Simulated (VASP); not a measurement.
Here is a VASP 6.6.1 calculation.

File INCAR:

```
SYSTEM = SnH5
  PREC = Accurate
  ENCUT = 520
  EDIFF = 1E-6
  ISMEAR = 0
  SIGMA = 0.1
  LREAL = .False.
  LASPH = .True.
  NELM = 100
  ALGO = Normal
  ISIF = 2
  LWAVE = .False.
  LCHARG = .False.
  GGA = PE
  NBANDS = 18
```

File KPOINTS:

```
regular mesh
0
Gamma
  15 15 6
  0 0 0
```

File POSCAR:

```
SnH5
1.0
    3.1398692706      0.0000000000      0.0000000000
   -1.5699346353      2.7192065529      0.0000000000
    0.0000000000      0.0000000000      5.9471986064
Sn H
1 5
Direct
    0.0000000000      0.0000000000      0.5000000000
    0.0000000000      0.0000000000      0.1745308521
    0.0000000000      0.0000000000      0.8254691479
    0.0000000000      0.0000000000      0.0000000000
    0.3333333333      0.6666666667      0.0000000000
    0.6666666667      0.3333333333      0.0000000000
```

Potentials or basis: VASP PAW PBE potentials, release 64 (Sn_d, H).

Launch:

```console
$ cat potpaw_PBE.64/Sn_d/POTCAR potpaw_PBE.64/H/POTCAR > POTCAR
$ mpirun -np 1 vasp_std > vasp.out
```

(1) Predict the largest force.

(2) What does it give for the pressure?

Answers

(1) 0.017 eV/Å.

(2) -0.2 GPa.
